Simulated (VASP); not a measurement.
# TiTl2I6O18 (R-3) in VASP: single point with PBE

Aim: the single point of TiTl2I6O18 with PBE.

All numbers are computed with VASP 6.6.1; they aren't measurements. Logs are shortened: lines on timing, memory, paths and dates and some standing lists are left out, and cuts for length are marked.

**1. The cell of the first run**

Symmetry: R-3, No. 148, trigonal system. The conventional cell has a = 11.417 Å, b = 11.417 Å, c = 11.395 Å, α = 90.00°, β = 90.00°, γ = 120.00°. Within 2.6 Å of Ti (site symmetry -3) lie 6 O at 1.96 Å. Within 4.0 Å of Tl (site symmetry 3) lie 12 O at 2.94 to 3.61 Å and 1 Ti at 3.77 Å and 1 Tl at 3.85 Å and 3 I at 3.90 Å. I (site symmetry 1) has 4 O at 1.83 to 2.49 Å within 2.5 Å. O (site symmetry 1) has 1 I at 1.89 Å and 1 Ti at 1.96 Å within 2.5 Å. Within 2.4 Å of O (site symmetry 1) lie 1 I at 1.84 Å. O (site symmetry 1) has 2 I at 1.83 to 2.49 Å within 2.5 Å.

**2. Single point, PBE**

INCAR reads:

```
SYSTEM = TiTl2I6O18
  PREC = Accurate
  ENCUT = 520
  EDIFF = 1E-7
  ISMEAR = -1
  SIGMA = 0.02
  LREAL = Auto
  LASPH = .True.
  NELM = 80
  ALGO = Normal
  ISIF = 2
  LWAVE = .False.
  LCHARG = .False.
  GGA = PE
  NBANDS = 113
```

KPOINTS reads:

```
regular mesh
0
Gamma
  3 3 3
  0 0 0
```

POSCAR reads:

```
TiTl2I6O18
1.0
    5.7083500000      3.2957174091      3.7984333333
   -5.7083500000      3.2957174091      3.7984333333
    0.0000000000     -6.5914348183      3.7984333333
Ti Tl I O
1 2 6 18
Direct
    0.5000000000      0.5000000000      0.5000000000
    0.8310448990      0.8310448990      0.8310448990
    0.1689551010      0.1689551010      0.1689551010
    0.7049203079      0.1239830802      0.3398162775
    0.3398162775      0.7049203079      0.1239830802
    0.1239830802      0.3398162775      0.7049203079
    0.2950796921      0.8760169198      0.6601837225
    0.6601837225      0.2950796921      0.8760169198
    0.8760169198      0.6601837225      0.2950796921
    0.5482517269      0.2982120672      0.3357741978
    0.3357741978      0.5482517269      0.2982120672
    0.2982120672      0.3357741978      0.5482517269
    0.4517482731      0.7017879328      0.6642258022
    0.6642258022      0.4517482731      0.7017879328
    0.7017879328      0.6642258022      0.4517482731
    0.9077192152      0.2916213832      0.3928879513
    0.3928879513      0.9077192152      0.2916213832
    0.2916213832      0.3928879513      0.9077192152
    0.0922807848      0.7083786168      0.6071120487
    0.6071120487      0.0922807848      0.7083786168
    0.7083786168      0.6071120487      0.0922807848
    0.6859769105      0.0798355114      0.0962098413
    0.0962098413      0.6859769105      0.0798355114
    0.0798355114      0.0962098413      0.6859769105
    0.3140230895      0.9201644886      0.9037901587
    0.9037901587      0.3140230895      0.9201644886
    0.9201644886      0.9037901587      0.3140230895
```

Potentials or basis: VASP PAW PBE potentials, release 64 (Ti_sv, Tl_d, I, O).

Command:

```console
> cat potpaw_PBE.64/Ti_sv/POTCAR potpaw_PBE.64/Tl_d/POTCAR potpaw_PBE.64/I/POTCAR potpaw_PBE.64/O/POTCAR > POTCAR
> mpirun -np 1 vasp_std > vasp.out
```

OUTCAR:

```text
SYSTEM = TiTl2I6O18
   PREC = Accurate
   ENCUT = 520
   EDIFF = 1E-7
   ISMEAR = -1
   LREAL = Auto
   LASPH = .True.
   NELM = 80
   ISIF = 2
   GGA = PE

 ion  position               nearest neighbor table
   1  0.500  0.500  0.500-  12 1.96  15 1.96  13 1.96  10 1.96  14 1.96  11 1.96
   2  0.831  0.831  0.831-  21 2.94  20 2.94  19 2.94  14 2.99  13 2.99  15 2.99  24 3.00  23 3.00
                            22 3.00   3 3.85
   3  0.169  0.169  0.169-  18 2.94  17 2.94  16 2.94  11 2.99  10 2.99  12 2.99  27 3.00  26 3.00
                            25 3.00   2 3.85
   4  0.705  0.124  0.340-  22 1.83  16 1.84  10 1.89  27 2.49  17 2.67
   5  0.340  0.705  0.124-  23 1.83  17 1.84  11 1.89  25 2.49  18 2.67
   6  0.124  0.340  0.705-  24 1.83  18 1.84  12 1.89  26 2.49  16 2.67
   7  0.295  0.876  0.660-  25 1.83  19 1.84  13 1.89  24 2.49  20 2.67
   8  0.660  0.295  0.876-  26 1.83  20 1.84  14 1.89  22 2.49  21 2.67
   9  0.876  0.660  0.295-  27 1.83  21 1.84  15 1.89  23 2.49  19 2.67
  10  0.548  0.298  0.336-   4 1.89   1 1.96   3 2.99
  11  0.336  0.548  0.298-   5 1.89   1 1.96   3 2.99
  12  0.298  0.336  0.548-   6 1.89   1 1.96   3 2.99
  13  0.452  0.702  0.664-   7 1.89   1 1.96   2 2.99
  14  0.664  0.452  0.702-   8 1.89   1 1.96   2 2.99
  15  0.702  0.664  0.452-   9 1.89   1 1.96   2 2.99
[... 10 lines left out ...]
  26  0.904  0.314  0.920-   8 1.83   6 2.49   3 3.00
  27  0.920  0.904  0.314-   9 1.83   4 2.49   3 3.00

  LATTYP: Found a trigonal (rhomboedric) cell.
 ALAT       =     7.6075691749
 COS(alpha) =    -0.1260543756

  Lattice vectors:

 A1 = (   5.7083500000,   3.2957174091,   3.7984333333)
 A2 = (  -5.7083500000,   3.2957174091,   3.7984333333)
 A3 = (   0.0000000000,  -6.5914348183,   3.7984333333)

Analysis of symmetry for initial positions (statically):
=====================================================================
 Subroutine PRICEL returns:
 Original cell was already a primitive cell.

 Routine SETGRP: Setting up the symmetry group for a
 trigonal (rhombohedral) supercell.

 Subroutine GETGRP returns: Found  6 space group operations
 (whereof  6 operations were pure point group operations)
 out of a pool of 12 trial point group operations.

The static configuration has the point symmetry S_6 .

Analysis of symmetry for dynamics (positions and initial velocities):
=====================================================================
 Subroutine PRICEL returns:
 Original cell was already a primitive cell.

 Routine SETGRP: Setting up the symmetry group for a
 trigonal (rhombohedral) supercell.

 Subroutine GETGRP returns: Found  6 space group operations
 (whereof  6 operations were pure point group operations)
 out of a pool of 12 trial point group operations.

The dynamic configuration has the point symmetry S_6 .

 Subroutine INISYM returns: Found  6 space group operations
 (whereof  6 operations are pure point group operations),
 and found     1 'primitive' translations

----------------------------------------------------------------------------------------

                                     Primitive cell

  volume of cell :     428.7620

  direct lattice vectors                    reciprocal lattice vectors
     5.708350000  3.295717409  3.798433333     0.087590985  0.050570679  0.087755478
    -5.708350000  3.295717409  3.798433333    -0.087590985  0.050570679  0.087755478
     0.000000000 -6.591434818  3.798433333     0.000000000 -0.101141358  0.087755478

  length of vectors
     7.607569175  7.607569175  7.607569175     0.133905184  0.133905184  0.133905184

  position of ions in fractional coordinates (direct lattice)
     0.500000000  0.500000000  0.500000000
     0.831044899  0.831044899  0.831044899
     0.168955101  0.168955101  0.168955101
     0.704920308  0.123983080  0.339816277
     0.339816277  0.704920308  0.123983080
     0.123983080  0.339816277  0.704920308
[... 19 lines left out ...]
     0.903790159  0.314023089  0.920164489
     0.920164489  0.903790159  0.314023089

  ion indices of the primitive-cell ions
   primitive index   ion index
                 1           1
                 2           2
                 3           3
                 4           4
                 5           5
                 6           6
[... 19 lines left out ...]
                26          26
                27          27

----------------------------------------------------------------------------------------

 KPOINTS: regular mesh

Automatic generation of k-mesh.
 Grid dimensions read from file:
 generate k-points for:    3    3    3

 Generating k-lattice:

  Cartesian coordinates                     Fractional coordinates (reciprocal lattice)
     0.029196995  0.016856893  0.029251826     0.333333333  0.000000000  0.000000000
    -0.029196995  0.016856893  0.029251826     0.000000000  0.333333333  0.000000000
     0.000000000 -0.033713786  0.029251826    -0.000000000 -0.000000000  0.333333333

  Length of vectors
     0.044635061  0.044635061  0.044635061

  Shift w.r.t. Gamma in fractional coordinates (k-lattice)
     0.000000000  0.000000000  0.000000000

 Subroutine IBZKPT returns following result:
 ===========================================

 Found      6 irreducible k-points:

 Following reciprocal coordinates:
            Coordinates               Weight
  0.000000  0.000000  0.000000      1.000000
  0.333333  0.000000  0.000000      6.000000
  0.333333  0.333333  0.000000      6.000000
 -0.333333  0.333333  0.000000      6.000000
  0.333333  0.333333  0.333333      2.000000
 -0.333333  0.333333  0.333333      6.000000
   k-points           NKPTS =      6   k-points in BZ     NKDIM =      6   number of bands    NBANDS=    113
   number of dos      NEDOS =    301   number of ions     NIONS =     27
   total plane-waves  NPLWV = 216000
   dimension x,y,z NGX =    60 NGY =   60 NGZ =   60
   dimension x,y,z NGXF=   120 NGYF=  120 NGZF=  120
   ions per type =               1   2   6  18
   NGX,Y,Z   is equivalent  to a cutoff of  13.11, 13.11, 13.11 a.u.
   NGXF,Y,Z  is equivalent  to a cutoff of  26.22, 26.22, 26.22 a.u.
 SYSTEM =  TiTl2I6O18
   PREC   = accura    normal or accurate (medium, high low for compatibility)
   ISTART =      0    job   : 0-new  1-cont  2-samecut
   ICHARG =      2    charge: 1-file 2-atom 10-const
   ISPIN  =      1    spin polarized calculation?
   LNONCOLLINEAR =      F non collinear calculations
   LSORBIT =      F    spin-orbit coupling
   LASPH  =      T    aspherical Exc in radial PAW
   ENCUT  =  520.0 eV  38.22 Ry    6.18 a.u.  14.15 14.15 14.15*2*pi/ulx,y,z
   NELM   =     80;   NELMIN=  2; NELMDL= -5     # of ELM steps
   EDIFF  = 0.1E-06   stopping-criterion for ELM
   LREAL  =      T    real-space projection
   EDIFFG = 0.1E-05   stopping-criterion for IOM
   NSW    =      0    number of steps for IOM
   IBRION =     -1    ionic relax: 0-MD 1-quasi-New 2-CG
   NFREE  =      0    steps in history (QN), initial steepest desc. (CG)
   ISIF   =      2    stress and relaxation
   ISYM   =      2    0-nonsym 1-usesym 2-fastsym
   POTIM  = 0.5000    time-step for ionic-motion
   TEBEG  =    0.0;   TEEND  =   0.0 temperature during run
   PSTRESS=    0.0 pullay stress
   NELECT =     188.0000    total number of electrons
   NUPDOWN=      -1.0000    fix difference up-down
   EMIN   =  10.00;   EMAX   =-10.00  energy-range for DOS
   EFERMI =   0.00;   METHOD = LEGACY
   ISMEAR =    -1;   SIGMA  =   0.02  broadening in eV -4-tet -1-fermi 0-gaus
   EFERMI_NEDOS =   21; number of points for ismear=-14 and -15
   IALGO  =     38    algorithm
   IMIX   =      4    mixing-type and parameters
     AMIX     =   0.40;   BMIX     =  1.00
     AMIX_MAG =   1.60;   BMIX_MAG =  1.00
  volume/ion in A,a.u.               =      15.88       107.16
  Fermi-wavevector in a.u.,A,eV,Ry     =   1.243718  2.350287 21.045969  1.546835
  Thomas-Fermi vector in A             =   2.378017
   LORBIT       =      0    0 simple, 1 ext, 2 COOP (PROOUT), +10 PAW based schemes
   GGA     = PE    functional components
   LHFCALC =     F    Hartree Fock is set to
   AEXX    =    0.0000 exact exchange contribution
   IVDW    =     0    specifies the selected vdW correction
   LEPSILON=     F    determine dielectric tensor
   LRPA    =     F    only Hartree local field effects (RPA)
 non-spin polarized calculation
  energy-cutoff  :      520.00
  volume of cell :      428.76
 maximum number of plane-waves:     11561
 NGX is ok and might be reduce to    60
   NGX = 29   NGY = 29   NGZ = 29

 number of electron     187.9999994 magnetization

 Free energy of the ion-electron system (eV)
  ---------------------------------------------------
  ext. energy  EPLUGINS =         0.00000000
  ---------------------------------------------------
  free energy    TOTEN  =      -129.68758735 eV

  energy without entropy =     -129.68758735  energy(sigma->0) =     -129.68758735

 E-fermi :   3.9599     XC(G=0):  -9.7051

 val. band max:        3.3562960499   @ k =   0.3333   0.3333   0.3333
 cond. band min:       5.9420457478   @ k =  -0.3333   0.3333   0.0000
 fundamental gap:      2.5857496979
 Fermi energy:         3.9598650875

 k-point     1 :       0.0000    0.0000    0.0000
  band No.  band energies     occupation
      1     -53.5481      2.00000
      2     -29.8310      2.00000
      3     -29.7787      2.00000
      4     -29.7787      2.00000
      5     -16.9425      2.00000
      6     -16.5240      2.00000
[... 98 lines left out ...]
    105       7.9659      0.00000
    106       8.0520      0.00000

 k-point     2 :       0.3333    0.0000    0.0000
  band No.  band energies     occupation
      1     -53.5481      2.00000
      2     -29.8310      2.00000
      3     -29.7787      2.00000
      4     -29.7787      2.00000
      5     -16.8535      2.00000
      6     -16.6507      2.00000
[... 98 lines left out ...]
    105       7.8317      0.00000
    106       7.9523      0.00000

 k-point     3 :       0.3333    0.3333    0.0000
  band No.  band energies     occupation
      1     -53.5481      2.00000
      2     -29.8310      2.00000
      3     -29.7787      2.00000
      4     -29.7787      2.00000
      5     -16.7517      2.00000
      6     -16.6753      2.00000
[... 98 lines left out ...]
    105       7.7486      0.00000
    106       7.9184      0.00000

 k-point     4 :      -0.3333    0.3333    0.0000
  band No.  band energies     occupation
      1     -53.5481      2.00000
      2     -29.8310      2.00000
      3     -29.7787      2.00000
      4     -29.7787      2.00000
      5     -16.8033      2.00000
      6     -16.6127      2.00000
[... 98 lines left out ...]
    105       7.8792      0.00000
    106       7.9727      0.00000

 k-point     5 :       0.3333    0.3333    0.3333
  band No.  band energies     occupation
      1     -53.5481      2.00000
      2     -29.8310      2.00000
      3     -29.7787      2.00000
      4     -29.7787      2.00000
      5     -16.6449      2.00000
      6     -16.6449      2.00000
[... 98 lines left out ...]
    105       7.6305      0.00000
    106       7.6305      0.00000

 k-point     6 :      -0.3333    0.3333    0.3333
  band No.  band energies     occupation
      1     -53.5481      2.00000
      2     -29.8310      2.00000
      3     -29.7787      2.00000
      4     -29.7787      2.00000
      5     -16.7355      2.00000
      6     -16.6101      2.00000
[... 98 lines left out ...]
    105       7.8225      0.00000
    106       7.8740      0.00000
 [bands above 106 left out]

------------------------ aborting loop because EDIFF is reached ----------------------------------------

  FORCE on cell =-STRESS in cart. coord.  units (eV):
  Direction    XX          YY          ZZ          XY          YZ          ZX
  --------------------------------------------------------------------------------------
  -------------------------------------------------------------------------------------
  Total        5.9393285      5.9393285      4.1383465      0.0000022     -0.0000000      0.0000000
  in kB       22.1937969     22.1937969     15.4639742      0.0000083     -0.0000000      0.0000000
  external PRESSURE =      19.9505226 kB  Pullay stress =       0.0000000 kB

 VOLUME and BASIS-vectors are now :
 -----------------------------------------------------------------------------
  energy-cutoff  :      520.00
  volume of cell :      428.76
      direct lattice vectors                 reciprocal lattice vectors
     5.708350000  3.295717409  3.798433333     0.087590985  0.050570679  0.087755478
    -5.708350000  3.295717409  3.798433333    -0.087590985  0.050570679  0.087755478
     0.000000000 -6.591434818  3.798433333     0.000000000 -0.101141358  0.087755478

 POSITION                                       TOTAL-FORCE (eV/Angst)
 -----------------------------------------------------------------------------------
      0.00000     -0.00000      5.69765         0.000000      0.000000      0.000000
      0.00000     -0.00000      9.47001         0.000000     -0.000000      0.002638
      0.00000     -0.00000      1.92529         0.000000      0.000000     -0.002638
      3.31619      0.49195      4.43930        -0.018670      0.023492      0.003856
     -2.08414      2.62593      4.43930        -0.011009     -0.027915      0.003856
     -1.23205     -3.11788      4.43930         0.029679      0.004423      0.003856
[... 19 lines left out ...]
      3.36660     -2.05164      8.12097        -0.022520      0.014580     -0.031804
      0.09347      3.94138      8.12097        -0.001366     -0.026793     -0.031804
 -----------------------------------------------------------------------------------
    total drift:                               -0.000000     -0.000000      0.000000

  FREE ENERGIE OF THE ION-ELECTRON SYSTEM (eV)
  ---------------------------------------------------
  free  energy   TOTEN  =      -129.6875873514 eV

  energy  without entropy=     -129.6875873514  energy(sigma->0) =     -129.68758735
```

Run time: 16 min. Hardware: 1 thread of Intel Xeon Platinum 8488C (Sapphire Rapids), shared host; peak memory 0.6 GiB.

Results:

- Free energy: -129.6876 eV
- Pressure: 2.0 GPa
- Largest force: 0.102 eV/Å
- Band gap on the k mesh: 2.59 eV (least direct gap 2.65 eV)

Forces on the atoms (eV/Å):
```
Ti   0.000  0.000  0.000
Tl   0.000  0.000  0.003
Tl   0.000  0.000 -0.003
I   -0.019  0.023  0.004
I   -0.011 -0.028  0.004
I    0.030  0.004  0.004
I    0.019 -0.023 -0.004
I    0.011  0.028 -0.004
I   -0.030 -0.004 -0.004
O    0.094  0.034 -0.021
O   -0.076  0.064 -0.021
O   -0.018 -0.098 -0.021
O   -0.094 -0.034  0.021
O    0.076 -0.064  0.021
O    0.018  0.098  0.021
O   -0.007 -0.013 -0.028
O    0.015  0.000 -0.028
O   -0.008  0.013 -0.028
O    0.007  0.013  0.028
O   -0.015  0.000  0.028
O    0.008 -0.013  0.028
O   -0.024 -0.012  0.032
O    0.023 -0.015  0.032
O    0.001  0.027  0.032
O    0.024  0.012 -0.032
O   -0.023  0.015 -0.032
O   -0.001 -0.027 -0.032
```

Levels at points of the mesh, in eV from the valence-band top:
| k point | band 91 | band 92 | band 93 | band 94 | band 95 | band 96 | band 97 | band 98 |
| --- | --- | --- | --- | --- | --- | --- | --- | --- |
| (0.00, 0.00, 0.00) | -0.58 | -0.58 | -0.29 | -0.13 | 2.78 | 2.80 | 2.80 | 3.66 |

Caveat: spin-orbit coupling is left out, which moves the levels of the heavy elements; an odd mesh through Γ misses points on the zone boundary, where band edges can lie.
